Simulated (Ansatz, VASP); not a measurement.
## MgO in VASP and in Ansatz

INCAR

```
PREC     = Accurate       # precision mode
ENCUT    = 520            # plane-wave cutoff, eV
EDIFF    = 1E-6           # SCF threshold, eV
ISMEAR   = 0              # smearing method
SIGMA    = 0.05           # smearing width, eV
LREAL    = F              # projectors in reciprocal space
LASPH    = T              # aspherical terms in the spheres
NELM     = 100            # most SCF steps
ALGO     = Normal         # electronic algorithm
ISIF     = 2              # what is computed and relaxed
LWAVE    = F              # write WAVECAR
LCHARG   = T              # write CHGCAR
GGA      = PE             # functional
LELF     = T              # ELF
LVHAR    = T            
NBANDS   = 16             # bands
```

Contents of KPOINTS:

```
Automatic mesh
0
Gamma
  9 9 6
```

File POSCAR:

```
MgO
1.0
    3.3980704147      0.0000000000      0.0000000000
   -1.6990352074      2.9428153030      0.0000000000
    0.0000000000      0.0000000000      4.5361391971
Mg O
2 2
Direct
    0.6666666667      0.3333333333      0.7500000000
    0.3333333333      0.6666666667      0.2500000000
    0.6666666667      0.3333333333      0.2500000000
    0.3333333333      0.6666666667      0.7500000000
```

Input for Ansatz:

```yaml
crystal:
  lattice:
    - [3.3980704147, 0.0, 0.0]
    - [-1.6990352074, 2.942815303, 0.0]
    - [0.0, 0.0, 4.5361391971]
  atoms:
    - { symbol: Mg, position: [0.6666666667, 0.3333333333, 0.75] }
    - { symbol: Mg, position: [0.3333333333, 0.6666666667, 0.25] }
    - { symbol: O, position: [0.6666666667, 0.3333333333, 0.25] }
    - { symbol: O, position: [0.3333333333, 0.6666666667, 0.75] }
basis:
  ecutwfc: 520.0
kpoints:
  mp_grid: { grid: [9, 9, 6] }
hamiltonian:
  xc: pbe
  pseudopotentials: { kind: paw, azcp: { folder: soft_1 } }
scf:
  occupations: { method: gaussian, width: 0.05 }
output:
  forces: true
  stress: true
  eigenvalues: true
```

Change from the starting cell: mode 8 frozen in at +0.000 Å, strain +e along z and -e/2 along x and y +0.0700.

Alike in both runs: task single point; functional PBE; k mesh 9 × 9 × 6; occupations gaussian, width 0.05 eV; no spin polarisation.

|  | VASP | Ansatz |
| --- | --- | --- |
| version | VASP 6.6.1 | Ansatz 0.2.0 |
| potentials or method | VASP PAW PBE potentials, release 64 (Mg, O), cutoff 520 eV | scalar-relativistic, plane waves, PAW |
| valence electrons in the cell | 16 | 32 |

Ansatz gave:

```
gap on the k mesh at the Fermi level (eV)                     : 3.18
least direct gap on the mesh (eV)                             : 3.18
pressure (GPa)                                                : 2.6
traceless stress, the component that is largest in VASP (GPa) : -9.19
```

Question: Estimate VASP's values.

Answer: gap on the k mesh at the Fermi level (eV): 3.16; least direct gap on the mesh (eV): 3.16; pressure (GPa): 2.0; traceless stress, the component that is largest in VASP (GPa): -9.35.

VASP's potentials hold 16 valence electrons a cell and Ansatz's 32, so a difference there can come from the potentials and not from the codes.
